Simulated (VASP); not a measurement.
# CdSe (Fm-3m) in VASP: settings compared, part 2 of 2

VASP 6.6.1. Earlier steps stand in the parts before.

## (3) Relaxation of cell and atoms, PBE0

This run uses another cell than the first one, of 23.74 Å³/atom.

Contents of POSCAR:

```
CdSe
1.0
    0.0000000000      2.8739580000      2.8739580000
    2.8739580000      0.0000000000      2.8739580000
    2.8739580000      2.8739580000      0.0000000000
Cd Se
1 1
Direct
    0.0000000000      0.0000000000      0.0000000000
    0.5000000000      0.5000000000      0.5000000000
```

Contents of INCAR.step1:

```
  PREC = Accurate
  ENCUT = 600
  EDIFF = 1E-5
  ISMEAR = -1
  SIGMA = 0.05
  LREAL = F
  LASPH = T
  NELM = 80
  ALGO = Normal
  LWAVE = T
  LCHARG = F
  GGA = PE
  NBANDS = 16
```

Contents of INCAR.step2:

```
  PREC = Accurate
  ENCUT = 600
  EDIFF = 1E-6
  ISMEAR = -1
  SIGMA = 0.05
  LREAL = F
  LASPH = T
  NELM = 80
  ALGO = Normal
  ISIF = 3
  LWAVE = F
  LCHARG = F
  GGA = PE
  LHFCALC = T
  AEXX = 0.25
  PRECFOCK = Normal
  IBRION = 2
  NSW = 60
  EDIFFG = -0.01
  ISTART = 1
```

Contents of KPOINTS:

```
regular mesh
0
Gamma
  4 4 4
```

Potentials or basis: VASP PAW PBE potentials, release 64 (Cd, Se).

Started as:

```bash
$ cat potpaw_PBE.64/Cd/POTCAR potpaw_PBE.64/Se/POTCAR > POTCAR
$ cp INCAR.step1 INCAR
$ mpirun -np 1 vasp_std > vasp.out
$ cp INCAR.step2 INCAR
$ mpirun -np 1 vasp_std > vasp.out
```

OUTCAR:

```text
PREC = Accurate
   ENCUT = 600
   EDIFF = 1E-6
   ISMEAR = -1
   LREAL = F
   LASPH = T
   NELM = 80
   ISIF = 3
   GGA = PE
   LHFCALC = T
   AEXX = 0.25
   PRECFOCK = Normal
   IBRION = 2
   NSW = 60
   EDIFFG = -0.01
   ISTART = 1

 ion  position               nearest neighbor table
   1  0.000  0.000  0.000-   2 2.87   2 2.87   2 2.87   2 2.87   2 2.87   2 2.87
   2  0.500  0.500  0.500-   1 2.87   1 2.87   1 2.87   1 2.87   1 2.87   1 2.87

  LATTYP: Found a face centered cubic cell.
 ALAT       =     5.7479160000

  Lattice vectors:

 A1 = (   0.0000000000,   2.8739580000,   2.8739580000)
 A2 = (   2.8739580000,   0.0000000000,   2.8739580000)
 A3 = (   2.8739580000,   2.8739580000,   0.0000000000)

Analysis of symmetry for initial positions (statically):
=====================================================================
 Subroutine PRICEL returns:
 Original cell was already a primitive cell.

 Routine SETGRP: Setting up the symmetry group for a
 face centered cubic supercell.

 Subroutine GETGRP returns: Found 48 space group operations
 (whereof 48 operations were pure point group operations)
 out of a pool of 48 trial point group operations.

The static configuration has the point symmetry O_h .

Analysis of symmetry for dynamics (positions and initial velocities):
=====================================================================
 Subroutine PRICEL returns:
 Original cell was already a primitive cell.

 Routine SETGRP: Setting up the symmetry group for a
 face centered cubic supercell.

 Subroutine GETGRP returns: Found 48 space group operations
 (whereof 48 operations were pure point group operations)
 out of a pool of 48 trial point group operations.

The dynamic configuration has the point symmetry O_h .

 Subroutine INISYM returns: Found 48 space group operations
 (whereof 48 operations are pure point group operations),
 and found     1 'primitive' translations

----------------------------------------------------------------------------------------

                                     Primitive cell

  volume of cell :      47.4757

  direct lattice vectors                    reciprocal lattice vectors
     0.000000000  2.873958000  2.873958000    -0.173976098  0.173976098  0.173976098
     2.873958000  0.000000000  2.873958000     0.173976098 -0.173976098  0.173976098
     2.873958000  2.873958000  0.000000000     0.173976098  0.173976098 -0.173976098

  length of vectors
     4.064390381  4.064390381  4.064390381     0.301335442  0.301335442  0.301335442

  position of ions in fractional coordinates (direct lattice)
     0.000000000  0.000000000  0.000000000
     0.500000000  0.500000000  0.500000000

  ion indices of the primitive-cell ions
   primitive index   ion index
                 1           1
                 2           2

----------------------------------------------------------------------------------------

 KPOINTS: regular mesh

Automatic generation of k-mesh.
 Grid dimensions read from file:
 generate k-points for:    4    4    4

 Generating k-lattice:

  Cartesian coordinates                     Fractional coordinates (reciprocal lattice)
    -0.043494025  0.043494025  0.043494025     0.250000000  0.000000000  0.000000000
     0.043494025 -0.043494025  0.043494025     0.000000000  0.250000000  0.000000000
     0.043494025  0.043494025 -0.043494025     0.000000000  0.000000000  0.250000000

  Length of vectors
     0.075333860  0.075333860  0.075333860

  Shift w.r.t. Gamma in fractional coordinates (k-lattice)
     0.000000000  0.000000000  0.000000000

 Subroutine IBZKPT returns following result:
 ===========================================

 Found      8 irreducible k-points:

 Following reciprocal coordinates:
            Coordinates               Weight
  0.000000  0.000000  0.000000      1.000000
  0.250000  0.000000  0.000000      8.000000
  0.500000  0.000000  0.000000      4.000000
  0.250000  0.250000  0.000000      6.000000
  0.500000  0.250000  0.000000     24.000000
 -0.250000  0.250000  0.000000     12.000000
  0.500000  0.500000  0.000000      3.000000
 -0.250000  0.500000  0.250000      6.000000
   k-points           NKPTS =      8   k-points in BZ     NKDIM =     64   number of bands    NBANDS=     13
   number of dos      NEDOS =    301   number of ions     NIONS =      2
   total plane-waves  NPLWV =  32768
   dimension x,y,z NGX =    32 NGY =   32 NGZ =   32
   dimension x,y,z NGXF=    64 NGYF=   64 NGZF=   64
   ions per type =               1   1
   NGX,Y,Z   is equivalent  to a cutoff of  13.09, 13.09, 13.09 a.u.
   NGXF,Y,Z  is equivalent  to a cutoff of  26.18, 26.18, 26.18 a.u.
 SYSTEM =  unknown system
   PREC   = accura    normal or accurate (medium, high low for compatibility)
   ISTART =      1    job   : 0-new  1-cont  2-samecut
   ICHARG =      0    charge: 1-file 2-atom 10-const
   ISPIN  =      1    spin polarized calculation?
   LNONCOLLINEAR =      F non collinear calculations
   LSORBIT =      F    spin-orbit coupling
   LASPH  =      T    aspherical Exc in radial PAW
   ENCUT  =  600.0 eV  44.10 Ry    6.64 a.u.   8.12  8.12  8.12*2*pi/ulx,y,z
   NELM   =     80;   NELMIN=  2; NELMDL=  0     # of ELM steps
   EDIFF  = 0.1E-05   stopping-criterion for ELM
   LREAL  =      F    real-space projection
   EDIFFG = -.1E-01   stopping-criterion for IOM
   NSW    =     60    number of steps for IOM
   IBRION =      2    ionic relax: 0-MD 1-quasi-New 2-CG
   NFREE  =      1    steps in history (QN), initial steepest desc. (CG)
   ISIF   =      3    stress and relaxation
   ISYM   =      3    0-nonsym 1-usesym 2-fastsym
   POTIM  = 0.5000    time-step for ionic-motion
   TEBEG  =    0.0;   TEEND  =   0.0 temperature during run
   PSTRESS=    0.0 pullay stress
   NELECT =      18.0000    total number of electrons
   NUPDOWN=      -1.0000    fix difference up-down
   EMIN   =  10.00;   EMAX   =-10.00  energy-range for DOS
   EFERMI =   0.00;   METHOD = LEGACY
   ISMEAR =    -1;   SIGMA  =   0.05  broadening in eV -4-tet -1-fermi 0-gaus
   EFERMI_NEDOS =   21; number of points for ismear=-14 and -15
   IALGO  =     38    algorithm
   IMIX   =      1    mixing-type and parameters
     AMIX     =   0.40;   BMIX     =  1.00
     AMIX_MAG =   1.60;   BMIX_MAG =  1.00
  volume/ion in A,a.u.               =      23.74       160.19
  Fermi-wavevector in a.u.,A,eV,Ry     =   1.184882  2.239103 19.101849  1.403946
  Thomas-Fermi vector in A             =   2.321088
   LORBIT       =      0    0 simple, 1 ext, 2 COOP (PROOUT), +10 PAW based schemes
   GGA     = PE    functional components
   LHFCALC =     T    Hartree Fock is set to
   PRECFOCK=normal    Normal, Fast or Accurate (Low or Medium for compatibility)
   ENCUT4O =  -1.0   cutoff for four orbital integrals eV
   NKREDX  =     1    reduce k-point grid by
   NKREDY  =     1    reduce k-point grid by
   NKREDZ  =     1    reduce k-point grid by
   AEXX    =    0.2500 exact exchange contribution
   HFSCREEN=    0.0000 screening length (either q_TF or 0.3 A-1)
   HFSCREENC=   0.0000 screening length for correlation (either q_TF or 0.3 A-1)
   ENCUTFOCK=  -1.0 apply spherical cutoff to Coloumb kernel
   IVDW    =     0    specifies the selected vdW correction
   LEPSILON=     F    determine dielectric tensor
   LRPA    =     F    only Hartree local field effects (RPA)
 conjugate gradient relaxation of ions
 non-spin polarized calculation
  energy-cutoff  :      600.00
  volume of cell :       47.48
 maximum number of plane-waves:      1604
  NGX = 28; NGY = 28; NGZ = 28

--------------------------------------- Ionic step        1  -------------------------------------------

 number of electron      17.9999995 magnetization

 Free energy of the ion-electron system (eV)
  ---------------------------------------------------
  ext. energy  EPLUGINS =         0.00000000
  ---------------------------------------------------
  free energy    TOTEN  =        -7.02689596 eV

  energy without entropy =       -7.02689279  energy(sigma->0) =       -7.02689438

------------------------ aborting loop because EDIFF is reached ----------------------------------------

  FORCE on cell =-STRESS in cart. coord.  units (eV):
  Direction    XX          YY          ZZ          XY          YZ          ZX
  --------------------------------------------------------------------------------------
  -------------------------------------------------------------------------------------
  Total       -0.5141905     -0.5141905     -0.5141905      0.0000000      0.0000000     -0.0000000
  in kB      -17.3525536    -17.3525536    -17.3525536      0.0000000      0.0000000     -0.0000000
  external PRESSURE =     -17.3525536 kB  Pullay stress =       0.0000000 kB
[... 57 lines left out ...]
  energy  without entropy=       -7.0324094383  energy(sigma->0) =       -7.03241095

--------------------------------------- Ionic step        3  -------------------------------------------

 number of electron      17.9999995 magnetization

 Free energy of the ion-electron system (eV)
  ---------------------------------------------------
  ext. energy  EPLUGINS =         0.00000000
  ---------------------------------------------------
  free energy    TOTEN  =        -7.03367318 eV

  energy without entropy =       -7.03367014  energy(sigma->0) =       -7.03367166

 E-fermi :   2.1231     XC(G=0):  -7.9824

 val. band max:        1.5432855477   @ k =   0.5000   0.0000   0.0000
 cond. band min:       2.6499069708   @ k =   0.5000   0.5000   0.0000
 fundamental gap:      1.1066214231
 Fermi energy:         2.1230859303

 k-point     1 :       0.0000    0.0000    0.0000
  band No.  band energies     occupation
      1     -12.6585      2.00000
      2      -7.8103      2.00000
      3      -7.8103      2.00000
      4      -7.7721      2.00000
      5      -7.7721      2.00000
      6      -7.7721      2.00000
      7       0.9466      2.00000
      8       0.9466      2.00000
      9       0.9466      2.00000
     10       3.4035      0.00000
     11      11.9775      0.00000
     12      11.9775      0.00000
     13      11.9775      0.00000
[... 139 lines left out ...]
  FREE ENERGIE OF THE ION-ELECTRON SYSTEM (eV)
  ---------------------------------------------------
  free  energy   TOTEN  =        -7.0336731752 eV

  energy  without entropy=       -7.0336701427  energy(sigma->0) =       -7.03367166

 reached required accuracy - stopping structural energy minimisation
```

Run time: 36 min. Hardware: 1 thread of Oxide Virtual Turin-like, shared host; peak memory 0.19 GiB.

Results:

```yaml
Free_energy: -7.0337 eV
Relaxed_volume: 23.12 Å³/atom
Relaxed_cell: a = 4.029 Å, b = 4.029 Å, c = 4.029 Å, α = 60.00°, β = 60.00°, γ = 60.00°
Space_group_after_relaxing_to_0.1_Å: Fm-3m (No. 225)
Energy_gained_by_relaxing: 3.4 meV/atom
Ionic_steps: 3
Pressure_after_relaxing: 0.0 GPa
Band_gap_on_the_k_mesh: 1.11 eV (least direct gap 2.46 eV)
```

The path:
| step | energy change (eV) | largest force (eV/Å) | pressure (GPa) | volume (Å³) |
| --- | --- | --- | --- | --- |
| 1 | 0.0000 | 0.0000 | -1.74 | 47.48 |
| 2 | -0.0055 | 0.0000 | 0.79 | 45.73 |
| 3 | -0.0068 | 0.0000 | 0.00 | 46.25 |

Final structure:
```xyz
2
Lattice="0.0000 2.8489 2.8489 2.8489 0.0000 2.8489 2.8489 2.8489 0.0000" Properties=species:S:1:pos:R:3 pbc="T T T"
Cd    0.0000    0.0000    0.0000
Se    2.8489    2.8489    2.8489
```

Caveat: the k points lie up to 0.48 Å⁻¹ apart in the final cell; the PAW data sets were made with another functional, which shifts forces and pressure a little.

## (4) Relaxation of cell and atoms, PBEsol-based global hybrid with 25 % exact exchange

This run uses another cell than the first one, of 23.74 Å³/atom.

POSCAR is that of step 3.

Contents of INCAR.step1:

```
ALGO = Normal
EDIFF = 1E-5
ENCUT = 600
GGA = PE
ISMEAR = -1
LASPH = True
LCHARG = False
LREAL = False
LWAVE = True
NBANDS = 16
NELM = 100
PREC = Accurate
SIGMA = 0.05
```

Contents of INCAR.step2:

```
AEXX = 0.25
ALGO = Normal
EDIFF = 1E-7
EDIFFG = -0.01
ENCUT = 600
GGA = PS
IBRION = 2
ISIF = 3
ISMEAR = -1
ISTART = 1
LASPH = True
LCHARG = False
LHFCALC = True
LREAL = False
LWAVE = False
NELM = 100
NSW = 60
PREC = Accurate
PRECFOCK = Normal
SIGMA = 0.05
```

Contents of KPOINTS:

```
k-points
0
Gamma
  4 4 4
```

Started as:

```bash
$ cat potpaw_PBE.64/Cd/POTCAR potpaw_PBE.64/Se/POTCAR > POTCAR
$ cp INCAR.step1 INCAR
$ mpirun -np 1 vasp_std > vasp.out
$ cp INCAR.step2 INCAR
$ mpirun -np 1 vasp_std > vasp.out
```

It took 52 min on 1 thread of Oxide Virtual Turin-like, shared host; peak memory 0.19 GiB.

Results (log left out):

```yaml
Free_energy: -7.5822 eV
Relaxed_volume: 22.30 Å³/atom
Relaxed_cell: a = 3.981 Å, b = 3.981 Å, c = 3.981 Å, α = 60.00°, β = 60.00°, γ = 60.00°
Space_group_after_relaxing_to_0.1_Å: Fm-3m (No. 225)
Energy_gained_by_relaxing: 19.9 meV/atom
Ionic_steps: 3
Pressure_after_relaxing: 0.0 GPa
Band_gap_on_the_k_mesh: 1.00 eV (least direct gap 2.59 eV)
```

Step by step:
| step | energy change (eV) | largest force (eV/Å) | pressure (GPa) | volume (Å³) |
| --- | --- | --- | --- | --- |
| 1 | 0.0000 | 0.0000 | -4.17 | 47.48 |
| 2 | -0.0310 | 0.0000 | 2.33 | 43.35 |
| 3 | -0.0398 | 0.0000 | 0.00 | 44.60 |

Final structure:
```xyz
2
Lattice="0.0000 2.8147 2.8147 2.8147 0.0000 2.8147 2.8147 2.8147 0.0000" Properties=species:S:1:pos:R:3 pbc="T T T"
Cd    0.0000    0.0000    0.0000
Se    2.8147    2.8147    2.8147
```

Levels at points of the mesh, in eV from the valence-band top:
```
           k point  band 6  band 7  band 8  band 9  band 10  band 11  band 12  band 13
(0.00, 0.00, 0.00)   -9.37   -0.68   -0.68   -0.68     1.92    10.42    10.42    10.42
(0.50, 0.00, 0.00)   -9.21   -5.75    0.00    0.00     4.49     6.91     6.91     8.55
(0.50, 0.50, 0.00)   -8.45   -4.89   -2.43   -2.43     1.00     6.86    12.23    12.91
```

Caveat: the k points lie up to 0.48 Å⁻¹ apart in the final cell; the PAW data sets were made with another functional, which shifts forces and pressure a little. A k mesh can miss the band edges.

## (5) Overview

| task | level | cell | cutoff (eV) | gap on the mesh (eV) | pressure (GPa) | relaxed volume (Å³/atom) |
| --- | --- | --- | --- | --- | --- | --- |
| single point | PBE0 | a = 4.144 Å, angles 60.0°, 2 atoms | 520 | 1.08 | -4.8 | - |
| relaxation of cell and atoms | PBE0 | relaxed from a = 4.064 Å, angles 60.0°, 2 atoms | 600 | 1.11 | 0.0 | 23.12 |
| relaxation of cell and atoms | PBEsol-based global hybrid with 25 % exact exchange | relaxed from a = 4.064 Å, angles 60.0°, 2 atoms | 600 | 1.00 | 0.0 | 22.30 |

Alike in all rows: potentials or basis VASP PAW PBE potentials, release 64 (Cd, Se); no spin polarisation; k mesh 4 × 4 × 4; smearing fermi-dirac 0.05 eV.

Caveats: all runs use coarse meshes; the PAW data sets were made with another functional, which shifts forces and pressure a little.

Absolute energies hang on the potentials; compare differences alone.
